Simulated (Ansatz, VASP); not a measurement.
**SnTe: VASP beside Ansatz**

```
Te Sn
1.0
     0.00000    3.61115    3.61115
     3.61115    0.00000    3.61115
     3.61115    3.61115    0.00000
Te Sn
1 1
Direct
  0.25000 0.25000 0.25000
  0.00000 0.00000 0.00000
```

Alike in both runs: functional HSE06; k mesh 4 × 4 × 4; occupations fermi-dirac, width 0.05 eV; no spin polarisation.

|  | VASP | Ansatz |
| --- | --- | --- |
| version | VASP 6.6.1 | Ansatz 0.2.0 |
| potentials or method | VASP PAW PBE potentials, release 64 (Te, Sn_d) | Ansatz PAW |
| plane-wave cutoff (eV) | 520 | 420 |
| valence electrons in the cell | 20 | 30 |
| task | single point | projected density of states |

VASP gave:

* gap on the k mesh at the Fermi level (eV): 0.37
* least direct gap on the mesh (eV): 1.14
* pressure (GPa): -0.7

What did Ansatz give for the same quantities?

gap on the k mesh at the Fermi level (eV): 0.38; least direct gap on the mesh (eV): 1.16; pressure (GPa): -0.6.

With one functional, cell and mesh, what is left measures potentials, basis and numerics. VASP's potentials hold 20 valence electrons a cell and Ansatz's 30, so a difference there can come from the potentials and not from the codes.

Spin-orbit coupling is off throughout.
